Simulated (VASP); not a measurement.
# C (Fmmm) in VASP: a series of runs, part 2 of 2

VASP 6.6.1. The steps go on from the part before.

## Step 3: Single point, PBE

This run uses another cell than the first one: it holds 8 atoms, not 4.

The input, INCAR:

```
PREC = Accurate
ENCUT = 520
EDIFF = 1E-7
ISMEAR = 0
SIGMA = 0.1
LREAL = False
LASPH = True
NELM = 100
ALGO = Normal
ISIF = 2
LWAVE = False
LCHARG = False
GGA = PE
NBANDS = 26
```

The input, KPOINTS:

```
regular mesh
0
Gamma
  14 8 4
```

The input, POSCAR:

```
C
1.0
    2.4665891552      0.0000000000      0.0000000000
    0.0000000000      4.2720985178      0.0000000000
    0.0000000000      0.0000000000      8.5288610452
C
8
Direct
    0.5000000000      0.6666682261      0.5000000000
    0.0000000000      0.8333317739      0.5000000000
    0.5000000000      0.1666682261      0.0000000000
    0.0000000000      0.3333317739      0.0000000000
    0.0000000000      0.6666682261      0.0000000000
    0.5000000000      0.8333317739      0.0000000000
    0.0000000000      0.1666682261      0.5000000000
    0.5000000000      0.3333317739      0.5000000000
```

Potentials or basis: VASP PAW PBE potentials, release 64 (C).

Run with:

```bash
cat potpaw_PBE.64/C/POTCAR > POTCAR
mpirun -np 1 vasp_std > vasp.out
```

OUTCAR:

```text
PREC = Accurate
   ENCUT = 520
   EDIFF = 1E-7
   ISMEAR = 0
   LREAL = False
   LASPH = True
   NELM = 100
   ISIF = 2
   GGA = PE

 ion  position               nearest neighbor table
   1  0.500  0.667  0.500-   8 1.42   2 1.42   2 1.42
   2  0.000  0.833  0.500-   7 1.42   1 1.42   1 1.42
   3  0.500  0.167  0.000-   6 1.42   4 1.42   4 1.42
   4  0.000  0.333  0.000-   5 1.42   3 1.42   3 1.42
   5  0.000  0.667  0.000-   4 1.42   6 1.42   6 1.42
   6  0.500  0.833  0.000-   3 1.42   5 1.42   5 1.42
   7  0.000  0.167  0.500-   2 1.42   8 1.42   8 1.42
   8  0.500  0.333  0.500-   1 1.42   7 1.42   7 1.42

  LATTYP: Found a simple orthorhombic cell.
 ALAT       =     2.4665891552
 B/A-ratio  =     1.7319862567
 C/A-ratio  =     3.4577550247

  Lattice vectors:

 A1 = (   2.4665891552,   0.0000000000,   0.0000000000)
 A2 = (   0.0000000000,   4.2720985178,   0.0000000000)
 A3 = (   0.0000000000,   0.0000000000,   8.5288610452)

Analysis of symmetry for initial positions (statically):
=====================================================================
 Subroutine PRICEL returns following result:

  LATTYP: Found a face centered orthorhombic cell.
 ALAT       =     2.4665891552
 B/A-ratio  =     1.7319862567
 C/A-ratio  =     3.4577550247

  Lattice vectors:

 A1 = (   0.0000000000,  -2.1360492589,  -4.2644305226)
 A2 = (   1.2332945776,   0.0000000000,  -4.2644305226)
 A3 = (   1.2332945776,  -2.1360492589,   0.0000000000)

   4 primitive cells build up your supercell.

 Routine SETGRP: Setting up the symmetry group for a
 simple orthorhombic supercell.

 Subroutine GETGRP returns: Found  8 space group operations
[... 140 lines left out ...]
   NELECT =      32.0000    total number of electrons
   NUPDOWN=      -1.0000    fix difference up-down
   EMIN   =  10.00;   EMAX   =-10.00  energy-range for DOS
   EFERMI =   0.00;   METHOD = LEGACY
   ISMEAR =     0;   SIGMA  =   0.10  broadening in eV -4-tet -1-fermi 0-gaus
   EFERMI_NEDOS =   21; number of points for ismear=-14 and -15
   IALGO  =     38    algorithm
   IMIX   =      4    mixing-type and parameters
     AMIX     =   0.40;   BMIX     =  1.00
     AMIX_MAG =   1.60;   BMIX_MAG =  1.00
  volume/ion in A,a.u.               =      11.23        75.81
  Fermi-wavevector in a.u.,A,eV,Ry     =   1.160331  2.192707 18.318440  1.346367
  Thomas-Fermi vector in A             =   2.296914
   LORBIT       =      0    0 simple, 1 ext, 2 COOP (PROOUT), +10 PAW based schemes
   GGA     = PE    functional components
   LHFCALC =     F    Hartree Fock is set to
   AEXX    =    0.0000 exact exchange contribution
   IVDW    =     0    specifies the selected vdW correction
   LEPSILON=     F    determine dielectric tensor
   LRPA    =     F    only Hartree local field effects (RPA)
 non-spin polarized calculation
 Gauss-broadening in eV      SIGMA  =   0.10
  energy-cutoff  :      520.00
  volume of cell :       89.87
 maximum number of plane-waves:      2460
   NGX =  9   NGY = 15   NGZ = 31

 number of electron      32.0000007 magnetization

 Free energy of the ion-electron system (eV)
  ---------------------------------------------------
  ext. energy  EPLUGINS =         0.00000000
  ---------------------------------------------------
  free energy    TOTEN  =       -73.81250716 eV

  energy without entropy =      -73.81250541  energy(sigma->0) =      -73.81250628

 E-fermi :   2.7620     XC(G=0):  -8.7200

 val. band max:        2.5124138555   @ k =   0.3571   0.0000   0.0000
 cond. band min:       3.0057244491   @ k =   0.3571   0.0000   0.0000
 fundamental gap:      0.4933105936
 Fermi energy:         2.7620274582

 k-point     1 :       0.0000    0.0000    0.0000
  band No.  band energies     occupation
      1     -16.7410      2.00000
      2     -16.7054      2.00000
      3     -11.4973      2.00000
      4     -11.4740      2.00000
      5     -10.4494      2.00000
      6     -10.4302      2.00000
[... 685 lines left out ...]
     25      12.1162      0.00000
     26      12.1162      0.00000

 [... further k-points ...]
[... 5 lines left out ...]
  --------------------------------------------------------------------------------------
  -------------------------------------------------------------------------------------
  Total        0.4167804      0.1704002      0.0025173      0.0000000      0.0000000      0.0000000
  in kB        7.4299988      3.0377465      0.0448765      0.0000000      0.0000000      0.0000000
  external PRESSURE =       3.5042073 kB  Pullay stress =       0.0000000 kB

 VOLUME and BASIS-vectors are now :
 -----------------------------------------------------------------------------
  energy-cutoff  :      520.00
  volume of cell :       89.87
      direct lattice vectors                 reciprocal lattice vectors
     2.466589155  0.000000000  0.000000000     0.405418145  0.000000000  0.000000000
     0.000000000  4.272098518  0.000000000     0.000000000  0.234076999  0.000000000
     0.000000000  0.000000000  8.528861045     0.000000000  0.000000000  0.117248950

 POSITION                                       TOTAL-FORCE (eV/Angst)
 -----------------------------------------------------------------------------------
      1.23329      2.84807      4.26443        -0.000000     -0.028143     -0.000000
      0.00000      3.56008      4.26443        -0.000000      0.028143      0.000000
      1.23329      0.71202      0.00000         0.000000     -0.028143      0.000000
      0.00000      1.42403      0.00000         0.000000      0.028143     -0.000000
      0.00000      2.84807      0.00000         0.000000     -0.028143     -0.000000
      1.23329      3.56008      0.00000        -0.000000      0.028143      0.000000
      0.00000      0.71202      4.26443        -0.000000     -0.028143      0.000000
      1.23329      1.42403      4.26443        -0.000000      0.028143     -0.000000
 -----------------------------------------------------------------------------------
    total drift:                                0.000000      0.000000      0.000000

  FREE ENERGIE OF THE ION-ELECTRON SYSTEM (eV)
  ---------------------------------------------------
  free  energy   TOTEN  =       -73.8125071557 eV

  energy  without entropy=      -73.8125054126  energy(sigma->0) =      -73.81250628
```

Run time: 5.5 min. Hardware: 1 thread of Intel Xeon 8259CL, shared host; peak memory 0.28 GiB.

What came out:

| Property | Result |
| --- | --- |
| Free energy | -73.8125 eV |
| Pressure | 0.4 GPa |
| Largest force | 0.028 eV/Å |
| Band gap on the k mesh | 0.49 eV |

Forces in eV/Å, atoms in the order of the input:
```
C    0.000 -0.028  0.000
C    0.000  0.028  0.000
C    0.000 -0.028  0.000
C    0.000  0.028  0.000
C    0.000 -0.028  0.000
C    0.000  0.028  0.000
C    0.000 -0.028  0.000
C    0.000  0.028  0.000
```

Caveat: this functional lacks dispersion, which binds the layers, so the pressure and a relaxed spacing across them are unreliable. A k mesh can miss the band edges.
